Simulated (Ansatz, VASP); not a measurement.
## One calculation of Sb, two programs

```
CELL_PARAMETERS angstrom
2.15420 1.24373 3.75800
-2.15420 1.24373 3.75800
0.00000 -2.48746 3.75800
ATOMIC_POSITIONS crystal
Sb 0.23349 0.23349 0.23349
Sb 0.76651 0.76651 0.76651
```

Alike in both runs: task single point; functional r2SCAN; k mesh 6 × 6 × 6; occupations gaussian, width 0.1 eV; no spin polarisation.

|  | VASP | Ansatz |
| --- | --- | --- |
| version | VASP 6.6.1 | Ansatz 0.2.0 |
| potentials or method | VASP PAW PBE potentials, release 64 (Sb), cutoff 520 eV | scalar-relativistic, plane waves, PAW |
| valence electrons in the cell | 10 | 30 |

|  | VASP | Ansatz | Ansatz less VASP |
| --- | --- | --- | --- |
| gap on the k mesh at the Fermi level (eV) | none | none | - |
| pressure (GPa) | 1.8 | 1.7 | -0.12 |
| traceless stress, the component that is largest in VASP (GPa) | -0.11 | -0.09 | +0.025 |
| rms of the force components (eV/Å) | 0.024 | 0.054 | +0.0294 |

VASP's potentials were made for PBE, not for r2SCAN. Atom by atom the forces differ by 0.029 eV/Å (rms over components). A gap of «none» marks a metal or a gap that the smearing closes. The functional is the same, so the differences come from potentials, cutoffs and numerics. VASP's potentials hold 10 valence electrons a cell and Ansatz's 30, so a difference there can come from the potentials and not from the codes.

Spin-orbit coupling is off throughout.
